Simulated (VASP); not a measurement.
**CdSe: single point with r2SCAN50**

Crystal: CdSe.

```
CELL_PARAMETERS angstrom
0.00000 3.07027 3.07027
3.07027 0.00000 3.07027
3.07027 3.07027 0.00000
ATOMIC_POSITIONS crystal
Cd 0.00000 0.00000 0.00000
Se 0.25000 0.25000 0.25000
```

```json
{
 "Program": "VASP 6.6.1",
 "Task": "single point",
 "Functional": "r2SCAN50",
 "Potentials or basis": "VASP PAW PBE potentials, release 64 (Cd, Se)",
 "Cutoff": "520 eV",
 "k mesh": "4 × 4 × 4",
 "Occupations": "fermi-dirac, width 0.05 eV",
 "Spin": "no spin polarisation",
 "Dipole correction": "no",
 "Grid for exact exchange (PRECFOCK)": "Normal",
 "Further INCAR settings": "ALGO = Normal; EDIFF = 1e-06; NBANDS = 16",
 "Share of exact exchange": "0.5"
}
```

* Pressure: -1.3 GPa
* Band gap on the k mesh: 3.97 eV

Levels at points of the mesh, in eV from the valence-band top:
```
           k point  band 7  band 8  band 9  band 10  band 11  band 12
(0.00, 0.00, 0.00)    0.00    0.00    0.00     3.97     9.70     9.70
(0.50, 0.00, 0.00)   -4.85   -0.81   -0.81     5.92    10.12    10.12
(0.50, 0.50, 0.00)   -4.51   -2.03   -2.03     6.31     7.30    13.04
```

Run time: 10 min on 1 thread of Intel(R) Xeon(R) 6975P-C (Granite Rapids), with other jobs on the host, peak memory 0.19 GiB.

Caveat: the k points lie up to 0.44 Å⁻¹ apart; the PAW data sets were made with another functional, which shifts forces and pressure a little.
